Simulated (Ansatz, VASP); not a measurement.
One calculation of I, two programs

Contents of INCAR:

```
ALGO = Normal
EDIFF = 1E-6
EDIFFG = -0.01
ENCUT = 600
GGA = PS
IBRION = 2
ISIF = 3
ISMEAR = 0
LASPH = T
LCHARG = F
LREAL = F
LWAVE = F
NELM = 60
NSW = 100
PREC = Accurate
SIGMA = 0.1
```

The input KPOINTS:

```
k-points
0
Gamma
  6 6 6
```

File POSCAR:

```
I
1.0
    6.3636388345      0.0000000000      0.0000000000
    0.0000000000      6.3636388345      0.0000000000
    0.0000000000      0.0000000000      6.3636388345
I
8
Direct
    0.5000000000      0.5000000000      0.5000000000
    0.0000000000      0.0000000000      0.0000000000
    0.2500000000      0.0000000000      0.5000000000
    0.5000000000      0.2500000000      0.0000000000
    0.5000000000      0.7500000000      0.0000000000
    0.7500000000      0.0000000000      0.5000000000
    0.0000000000      0.5000000000      0.7500000000
    0.0000000000      0.5000000000      0.2500000000
```

Input for Ansatz:

```yaml
crystal:
  lattice:
    - [6.3636388345, 0.0, 0.0]
    - [0.0, 6.3636388345, 0.0]
    - [0.0, 0.0, 6.3636388345]
  atoms:
    - { symbol: I, position: [0.5, 0.5, 0.5] }
    - { symbol: I, position: [0.0, 0.0, 0.0] }
    - { symbol: I, position: [0.25, 0.0, 0.5] }
    - { symbol: I, position: [0.5, 0.25, 0.0] }
    - { symbol: I, position: [0.5, 0.75, 0.0] }
    - { symbol: I, position: [0.75, 0.0, 0.5] }
    - { symbol: I, position: [0.0, 0.5, 0.75] }
    - { symbol: I, position: [0.0, 0.5, 0.25] }
basis:
  ecutwfc: 420
kpoints:
  mp_grid: { grid: [6, 6, 6] }
hamiltonian:
  xc: pbesol
scf:
  occupations: { method: gaussian, width: 0.1 }
output:
  forces: true
  stress: true
  eigenvalues: true
relax:
  adjacent_minimum: "off"
  f_tol: 0.01
  max_steps: 80
  cell: { stress_tol: 0.05 }
```

Alike in both runs: task relaxation of cell and atoms; functional PBEsol; k mesh 6 × 6 × 6; occupations gaussian, width 0.1 eV; no spin polarisation.

|  | VASP | Ansatz |
| --- | --- | --- |
| version | VASP 6.6.1 | Ansatz 0.2.0 |
| potentials or method | VASP PAW PBE potentials, release 64 (I), cutoff 600 eV | scalar-relativistic, plane waves, PAW |
| valence electrons in the cell | 56 | 136 |

```csv
,VASP,Ansatz,Ansatz less VASP
"gap on the k mesh at the Fermi level, each at its own relaxed structure (eV)",none,none,-
relaxed volume (Å³/atom),32.43,32.44,+0.003
relaxed cell length with the largest relative difference (Å),6.378,6.378,+0.0002
```

VASP's potentials were made for PBE, not for PBEsol. A gap of «none» marks a metal or a gap that the smearing closes. VASP's potentials hold 56 valence electrons a cell and Ansatz's 136, so a difference there can come from the potentials and not from the codes.

Spin-orbit coupling is off throughout.
